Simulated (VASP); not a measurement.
Wanted: the native input for a VASP 6.6.1 run.

| Item | Value |
| --- | --- |
| Task | single point |
| Functional | PBEsol |
| Potentials or basis | VASP PAW PBE potentials, release 64 (Ta_pv) |
| Cutoff | 520 eV |
| k mesh | 8 × 8 × 8 |
| Occupations | gaussian, width 0.1 eV |
| Spin | no spin polarisation |
| Dipole correction | no |
| Further INCAR settings | ALGO = Normal; EDIFF = 1e-06; NBANDS = 12 |

The structure of Ta lies in POSCAR:

```
Ta
1.0
   -1.6549278069      1.6549278069      1.6549278069
    1.6549278069     -1.6549278069      1.6549278069
    1.6549278069      1.6549278069     -1.6549278069
Ta
1
Direct
    0.0000000000      0.0000000000      0.0000000000
```

One way to write it, as run:

INCAR

```
SYSTEM = Ta
ALGO = Normal
EDIFF = 1E-6
ENCUT = 520
GGA = PS
ISIF = 2
ISMEAR = 0
LASPH = .TRUE.
LCHARG = .FALSE.
LREAL = .FALSE.
LWAVE = .FALSE.
NBANDS = 12
NELM = 100
PREC = Accurate
SIGMA = 0.1
```

KPOINTS

```
k-points
0
G
  8 8 8
  0 0 0
```

Potentials or basis: VASP PAW PBE potentials, release 64 (Ta_pv).

Run with:

```sh
$ cat potpaw_PBE.64/Ta_pv/POTCAR > POTCAR
$ mpirun -np 1 vasp_std > vasp.out
```

It gave:

```json
{"Pressure": "-7.0 GPa"}
```

Caveat: the PAW data sets were made with another functional, which shifts forces and pressure a little.

Wall time 5.3 s on 1 thread of AMD EPYC 7R13 Processor (Zen 3) (shared host), peak memory 0.1 GiB.
